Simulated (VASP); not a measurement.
Write the native input for VASP 6.6.1 that does the following.

| Quantity | Value |
| --- | --- |
| Task | electric field gradients |
| Functional | PBE |
| Potentials or basis | VASP PAW PBE potentials, release 64 (Zr_sv) |
| Cutoff | 400 eV |
| k mesh | 14 × 14 × 14 |
| Occupations | fermi-dirac, width 0.08 eV |
| Spin | no spin polarisation |
| Dipole correction | no |
| Further INCAR settings | ALGO = Normal; EDIFF = 1e-08; NBANDS = 12 |

The structure of Zr lies in POSCAR:

```
Zr
1.0
   -1.8219871043      1.8219871043      1.8219871043
    1.8219871043     -1.8219871043      1.8219871043
    1.8219871043      1.8219871043     -1.8219871043
Zr
1
Direct
    0.0000000000      0.0000000000      0.0000000000
```

This isn't the form of Zr at room conditions, which is hcp.

One way to write it, as run:

INCAR

```
ALGO     = Normal         # electronic algorithm
EDIFF    = 1E-8           # SCF threshold, eV
ENCUT    = 400            # plane-wave cutoff, eV
GGA      = PE             # functional
GGA_COMPAT= F            
ISIF     = 2              # what is computed and relaxed
ISMEAR   = -1             # smearing method
LASPH    = T              # aspherical terms in the spheres
LCHARG   = F              # write CHGCAR
LEFG     = T            
LREAL    = F              # projectors in reciprocal space
LWAVE    = F              # write WAVECAR
NBANDS   = 12             # bands
NELM     = 120            # most SCF steps
PREC     = Accurate       # precision mode
SIGMA    = 0.08           # smearing width, eV
```

KPOINTS

```
k-points
0
Gamma
  14 14 14
```

Potentials or basis: VASP PAW PBE potentials, release 64 (Zr_sv).

The run is started by

```bash
$ cat potpaw_PBE.64/Zr_sv/POTCAR > POTCAR
$ mpirun -np 1 vasp_std > vasp.out
```

It gave:

```
Pressure                                : -4.7 GPa
Band gap on the k mesh                  : zero (bands 6 and 7 overlap by 1.71 eV)
Largest electric field gradient by atom : zero within the noise of the run
```

Caveat: the cell stands under tension.

It took 34 s on 1 thread of Intel Xeon 8259CL, with other jobs on the host, peak memory 0.15 GiB.
